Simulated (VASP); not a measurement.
# Ca (Pm-3m) in VASP: settings compared, part 2 of 2

VASP 6.6.1. The steps go on from the part before.

### Step 5. Single point, PBEsol

INCAR

```
PREC     = Accurate       # precision mode
ENCUT    = 520            # plane-wave cutoff, eV
EDIFF    = 1E-7           # SCF threshold, eV
ISMEAR   = -1             # smearing method
SIGMA    = 0.025          # smearing width, eV
LREAL    = False          # projectors in reciprocal space
LASPH    = True           # aspherical terms in the spheres
NELM     = 60             # most SCF steps
ALGO     = Normal         # electronic algorithm
ISIF     = 2              # what is computed and relaxed
LWAVE    = False          # write WAVECAR
LCHARG   = True           # write CHGCAR
GGA      = PS             # functional
LELF     = True           # ELF
LVHAR    = True         
NBANDS   = 11             # bands
```

KPOINTS

```
Automatic mesh
0
Gamma
  7 7 7
```

POSCAR

```
Ca
1.0
    3.4886563400      0.0000000000      0.0000000000
    0.0000000000      3.4886563400      0.0000000000
    0.0000000000      0.0000000000      3.4886563400
Ca
1
Direct
    0.0000000000      0.0000000000      0.0000000000
```

Potentials or basis: VASP PAW PBE potentials, release 64 (Ca_sv).

Launch:

```sh
> cat potpaw_PBE.64/Ca_sv/POTCAR > POTCAR
> mpirun -np 1 vasp_std > vasp.out
```

OUTCAR:

```text
PREC = Accurate
   ENCUT = 520
   EDIFF = 1E-7
   ISMEAR = -1
   LREAL = False
   LASPH = True
   NELM = 60
   ISIF = 2
   GGA = PS

 ion  position               nearest neighbor table
   1  0.000  0.000  0.000-

  LATTYP: Found a simple cubic cell.
 ALAT       =     3.4886563400

  Lattice vectors:

 A1 = (   3.4886563400,   0.0000000000,   0.0000000000)
 A2 = (   0.0000000000,   3.4886563400,   0.0000000000)
 A3 = (   0.0000000000,   0.0000000000,   3.4886563400)

Analysis of symmetry for initial positions (statically):
=====================================================================
 Subroutine PRICEL returns:
 Original cell was already a primitive cell.

 Routine SETGRP: Setting up the symmetry group for a
 simple cubic supercell.

 Subroutine GETGRP returns: Found 48 space group operations
 (whereof 48 operations were pure point group operations)
 out of a pool of 48 trial point group operations.

The static configuration has the point symmetry O_h .

[... 158 lines left out ...]
 cond. band min:       1.8790606630   @ k =   0.4286   0.4286   0.2857
 fundamental gap:      0.1066395988
 Fermi energy:         1.8317230780

 k-point     1 :       0.0000    0.0000    0.0000
  band No.  band energies     occupation
      1     -40.2362      2.00000
      2     -21.1947      2.00000
      3     -21.1947      2.00000
      4     -21.1947      2.00000
      5      -2.1089      2.00000
      6       2.5721      0.00000
      7       2.5721      0.00000
      8       5.9193      0.00000
      9       5.9193      0.00000
     10       5.9193      0.00000
     11      10.4625      0.00000
[... 253 lines left out ...]
 k-point    20 :       0.4286    0.4286    0.4286
  band No.  band energies     occupation
      1     -40.1802      2.00000
      2     -21.3592      2.00000
      3     -21.3577      2.00000
      4     -21.3577      2.00000
      5       2.2587      0.00000
      6       2.5753      0.00000
      7       2.5753      0.00000
      8       5.9295      0.00000
      9       5.9295      0.00000
     10       6.4691      0.00000
     11       7.9090      0.00000

------------------------ aborting loop because EDIFF is reached ----------------------------------------

  FORCE on cell =-STRESS in cart. coord.  units (eV):
  Direction    XX          YY          ZZ          XY          YZ          ZX
  --------------------------------------------------------------------------------------
  -------------------------------------------------------------------------------------
  Total       -0.0423372     -0.0423372     -0.0423372      0.0000000      0.0000000     -0.0000000
  in kB       -1.5975642     -1.5975642     -1.5975642      0.0000000      0.0000000     -0.0000000
  external PRESSURE =      -1.5975642 kB  Pullay stress =       0.0000000 kB

 VOLUME and BASIS-vectors are now :
 -----------------------------------------------------------------------------
  energy-cutoff  :      520.00
  volume of cell :       42.46
      direct lattice vectors                 reciprocal lattice vectors
     3.488656340  0.000000000  0.000000000     0.286643310  0.000000000  0.000000000
     0.000000000  3.488656340  0.000000000     0.000000000  0.286643310  0.000000000
     0.000000000  0.000000000  3.488656340     0.000000000  0.000000000  0.286643310

 POSITION                                       TOTAL-FORCE (eV/Angst)
 -----------------------------------------------------------------------------------
      0.00000      0.00000      0.00000         0.000000      0.000000      0.000000
 -----------------------------------------------------------------------------------
    total drift:                               -0.000000     -0.000000     -0.000000

  FREE ENERGIE OF THE ION-ELECTRON SYSTEM (eV)
  ---------------------------------------------------
  free  energy   TOTEN  =        -1.7278676411 eV

  energy  without entropy=       -1.7249035850  energy(sigma->0) =       -1.72638561
```

OSZICAR:

```text
N       E                     dE             d eps       ncg     rms          rms(c)
DAV:   1     0.668198408987E+02    0.66820E+02   -0.50507E+03   440   0.821E+02
DAV:   2    -0.319957929645E+00   -0.67140E+02   -0.66592E+02   479   0.211E+02
DAV:   3    -0.164583395918E+01   -0.13259E+01   -0.13178E+01   546   0.303E+01
DAV:   4    -0.173795984339E+01   -0.92126E-01   -0.91916E-01   601   0.633E+00
DAV:   5    -0.173997350610E+01   -0.20137E-02   -0.20136E-02   572   0.827E-01    0.236E+00
DAV:   6    -0.173237287366E+01    0.76006E-02   -0.77392E-03   537   0.104E+00    0.141E+00
DAV:   7    -0.172795337008E+01    0.44195E-02   -0.14245E-02   476   0.145E+00    0.106E-01
DAV:   8    -0.172785980479E+01    0.93565E-04   -0.12569E-03   493   0.271E-01    0.299E-02
DAV:   9    -0.172786796829E+01   -0.81635E-05   -0.10072E-04   557   0.102E-01    0.122E-02
DAV:  10    -0.172786768497E+01    0.28333E-06   -0.66571E-06   638   0.153E-02    0.144E-03
DAV:  11    -0.172786764112E+01    0.43849E-07   -0.30867E-07   635   0.319E-03
   1 F= -.17278676E+01 E0= -.17263856E+01  d E =-.296406E-02
```

stdout:

```text
POSCAR found type information on POSCAR Ca
 POSCAR found :  1 types and       1 ions
 scaLAPACK will be used
 -----------------------------------------------------------------------------
|                                                                             |
|                                                                             |
|     You enforced a specific xc type in the INCAR file but a different       |
|     I HOPE YOU KNOW WHAT YOU ARE DOING!                                     |
|                                                                             |
 -----------------------------------------------------------------------------

 LDA part: xc-table for (Slater+PW92), standard interpolation
 POSCAR, INCAR and KPOINTS ok, starting setup
 FFT: planning ... GRIDC
 FFT: planning ... GRID_SOFT
 FFT: planning ... GRID
 WAVECAR not read
 entering main loop
```

It took 9.9 s on 1 thread of Intel Xeon Platinum 8259CL at 2.50GHz (Skylake/Cascade Lake), shared host; peak memory 0.15 GiB.

Results:

```
Free energy            : -1.7279 eV
Pressure               : -0.2 GPa
Band gap on the k mesh : zero (band 5 reaches 2.26 eV, above the bottom of band 6 at 1.68 eV)
```

Levels at points of the mesh, in eV from the Fermi level:
```
           k point  band 2  band 3  band 4  band 5  band 6  band 7  band 8  band 9
(0.00, 0.00, 0.00)  -23.03  -23.03  -23.03   -3.94    0.74    0.74    4.09    4.09
```

Caveat: the PAW data sets were made with another functional, which shifts forces and pressure a little.

### Step 6. Single point, PBEsol

INCAR

```
SYSTEM = Ca
PREC = Accurate ; ENCUT = 520
EDIFF = 1E-6 ; ISMEAR = -1
SIGMA = 0.01 ; LREAL = .False.
LASPH = .True. ; NELM = 100
ALGO = Normal ; ISIF = 2
LWAVE = .False. ; LCHARG = .False.
GGA = PS ; NBANDS = 11
```

KPOINTS

```
regular mesh
0
Gamma
  7 7 7
  0 0 0
```

POSCAR is that of step 5.

Potentials or basis: VASP PAW PBE potentials, release 64 (Ca_sv).

Launch:

```sh
> cat potpaw_PBE.64/Ca_sv/POTCAR > POTCAR
> mpirun -np 1 vasp_std > vasp.out
```

Wall time 9.5 s (1 thread of Intel Xeon Platinum 8259CL at 2.50GHz (Skylake/Cascade Lake), shared host); peak memory 0.15 GiB.

The run converged. Its results:

* Free energy: -1.7268 eV
* Pressure: -0.1 GPa
* Band gap on the k mesh: zero (band 5 reaches 2.26 eV, above the bottom of band 6 at 1.68 eV)

Levels at points of the mesh, in eV from the Fermi level:
```
           k point  band 3  band 4  band 5  band 6  band 7  band 8
(0.00, 0.00, 0.00)  -23.05  -23.05   -3.96    0.72    0.72    4.06
```

Caveat: the PAW data sets were made with another functional, which shifts forces and pressure a little.

### Step 7. Single point, PBEsol

INCAR

```
SYSTEM = Ca
ALGO     = Normal         ! electronic algorithm
EDIFF    = 1E-6           ! SCF threshold, eV
ENCUT    = 520            ! plane-wave cutoff, eV
GGA      = PS             ! functional
ISIF     = 2              ! what is computed and relaxed
ISMEAR   = -1             ! smearing method
LASPH    = .TRUE.         ! aspherical terms in the spheres
LCHARG   = .FALSE.        ! write CHGCAR
LREAL    = .FALSE.        ! projectors in reciprocal space
LWAVE    = .FALSE.        ! write WAVECAR
NBANDS   = 11             ! bands
NELM     = 60             ! most SCF steps
PREC     = Accurate       ! precision mode
SIGMA    = 0.005          ! smearing width, eV
```

KPOINTS

```
k-points
0
G
  7 7 7
  0 0 0
```

POSCAR is that of step 6.

Potentials or basis: VASP PAW PBE potentials, release 64 (Ca_sv).

Launch:

```sh
> cat potpaw_PBE.64/Ca_sv/POTCAR > POTCAR
> mpirun -np 1 vasp_std > vasp.out
```

OUTCAR:

```text
SYSTEM = Ca
   EDIFF = 1E-6
   ENCUT = 520
   GGA = PS
   ISIF = 2
   ISMEAR = -1
   LASPH = .TRUE.
   LREAL = .FALSE.
   NELM = 60
   PREC = Accurate

 ion  position               nearest neighbor table
   1  0.000  0.000  0.000-

  LATTYP: Found a simple cubic cell.
 ALAT       =     3.4886563400

  Lattice vectors:

 A1 = (   3.4886563400,   0.0000000000,   0.0000000000)
 A2 = (   0.0000000000,   3.4886563400,   0.0000000000)
 A3 = (   0.0000000000,   0.0000000000,   3.4886563400)
[... 453 lines left out ...]
      9       5.9267      0.00000
     10       6.4675      0.00000
     11       7.9094      0.00000

------------------------ aborting loop because EDIFF is reached ----------------------------------------

  FORCE on cell =-STRESS in cart. coord.  units (eV):
  Direction    XX          YY          ZZ          XY          YZ          ZX
  --------------------------------------------------------------------------------------
  -------------------------------------------------------------------------------------
  Total       -0.0382308     -0.0382308     -0.0382308     -0.0000000     -0.0000000      0.0000000
  in kB       -1.4426115     -1.4426115     -1.4426115     -0.0000000     -0.0000000      0.0000000
  external PRESSURE =      -1.4426115 kB  Pullay stress =       0.0000000 kB

 VOLUME and BASIS-vectors are now :
 -----------------------------------------------------------------------------
  energy-cutoff  :      520.00
  volume of cell :       42.46
      direct lattice vectors                 reciprocal lattice vectors
     3.488656340  0.000000000  0.000000000     0.286643310  0.000000000  0.000000000
     0.000000000  3.488656340  0.000000000     0.000000000  0.286643310  0.000000000
     0.000000000  0.000000000  3.488656340     0.000000000  0.000000000  0.286643310

 POSITION                                       TOTAL-FORCE (eV/Angst)
 -----------------------------------------------------------------------------------
      0.00000      0.00000      0.00000         0.000000      0.000000      0.000000
 -----------------------------------------------------------------------------------
    total drift:                               -0.000000     -0.000000     -0.000000

  FREE ENERGIE OF THE ION-ELECTRON SYSTEM (eV)
  ---------------------------------------------------
  free  energy   TOTEN  =        -1.7265751544 eV

  energy  without entropy=       -1.7263738279  energy(sigma->0) =       -1.72647449
```

stdout:

```text
POSCAR found type information on POSCAR Ca
 POSCAR found :  1 types and       1 ions
 scaLAPACK will be used
 -----------------------------------------------------------------------------
|                                                                             |
|                                                                             |
|     You enforced a specific xc type in the INCAR file but a different       |
|     I HOPE YOU KNOW WHAT YOU ARE DOING!                                     |
|                                                                             |
 -----------------------------------------------------------------------------

 LDA part: xc-table for (Slater+PW92), standard interpolation
 POSCAR, INCAR and KPOINTS ok, starting setup
 FFT: planning ... GRIDC
 FFT: planning ... GRID_SOFT
 FFT: planning ... GRID
 WAVECAR not read
 entering main loop
```

It took 7.6 s on 1 thread of Intel Xeon Platinum 8259CL at 2.50GHz (Skylake/Cascade Lake), shared host; peak memory 0.15 GiB.

Results:

```yaml
Free_energy: -1.7266 eV
Pressure: -0.1 GPa
Band_gap_on_the_k_mesh: zero (band 5 reaches 2.26 eV, above the bottom of band 6 at 1.68 eV)
```

Caveat: the PAW data sets were made with another functional, which shifts forces and pressure a little.

### Step 8. The runs side by side

```csv
level,potentials or basis,k mesh,smearing,gap on the mesh (eV),pressure (GPa)
RPBE,"VASP PAW PBE potentials, release 64 (Ca_sv)",8 × 8 × 8,gaussian 0.05 eV,none,1.1
LDA,"VASP PAW LDA potentials, release 64 (Ca_sv)",8 × 8 × 8,gaussian 0.05 eV,none,-0.9
PBEsol,"VASP PAW PBE potentials, release 64 (Ca_sv)",7 × 7 × 7,fermi-dirac 0.05 eV,none,-0.2
PBEsol,"VASP PAW PBE potentials, release 64 (Ca_sv)",7 × 7 × 7,fermi-dirac 0.025 eV,none,-0.2
PBEsol,"VASP PAW PBE potentials, release 64 (Ca_sv)",7 × 7 × 7,fermi-dirac 0.01 eV,none,-0.1
PBEsol,"VASP PAW PBE potentials, release 64 (Ca_sv)",7 × 7 × 7,fermi-dirac 0.005 eV,none,-0.1
```

Alike in all rows: task single point; no spin polarisation; cell as given; cutoff (eV) 520.

Caveats: the PAW data sets were made with another functional, which shifts forces and pressure a little (some runs).

Absolute energies hang on the potentials; compare differences alone.
